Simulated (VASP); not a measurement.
Set up this calculation in VASP 6.6.1, as the native input.

```yaml
Task: single point
Functional: PBE
Potentials_or_basis: VASP PAW PBE potentials, release 64 (Ga_d, Sb)
Cutoff: 520 eV
k_mesh: 16 × 16 × 16
Occupations: gaussian, width 0.15 eV
Spin: no spin polarisation
Dipole_correction: no
Further_INCAR_settings: ALGO = Normal; EDIFF = 1e-06; NBANDS = 16
```

The structure of GaSb lies in POSCAR:

```
GaSb
1.0
   -1.5817215987      2.7634286261      2.7388012409
    1.5817215987     -2.7634286261      2.7388012409
    1.5817215987      2.7634286261     -2.7388012409
Ga Sb
1 1
Direct
    0.0000000000      0.0000000000      0.0000000000
    0.5000000000      0.5000000000      0.0000000000
```

This cell differs from its parent crystal: strain +e along x and -e along y -0.0400, strain +e along z and -e/2 along x and y -0.0500.

These files were run (other wordings do the same):

INCAR

```
PREC = Accurate
ENCUT = 520
EDIFF = 1E-6
ISMEAR = 0
SIGMA = 0.15
LREAL = F
LASPH = T
NELM = 60
ALGO = Normal
ISIF = 2
LWAVE = F
LCHARG = F
GGA = PE
NBANDS = 16
```

KPOINTS

```
regular mesh
0
Gamma
  16 16 16
```

Potentials or basis: VASP PAW PBE potentials, release 64 (Ga_d, Sb).

Run with:

```console
$ cat potpaw_PBE.64/Ga_d/POTCAR potpaw_PBE.64/Sb/POTCAR > POTCAR
$ mpirun -np 1 vasp_std > vasp.out
```

Results of the run:

```yaml
Pressure: 1.1 GPa
Band_gap_on_the_k_mesh: zero (bands 9 and 10 overlap by 4.81 eV)
```

Caveat: the cell differs from its parent crystal (strain +e along x and -e along y -0.0400, strain +e along z and -e/2 along x and y -0.0500); the stress differs along the axes, from -3 to 7 GPa; spin-orbit coupling is left out, which moves the levels of the heavy elements.

Run time: 5.7 min on 1 thread of Intel Xeon 8259CL, on a shared host, peak memory 0.58 GiB.
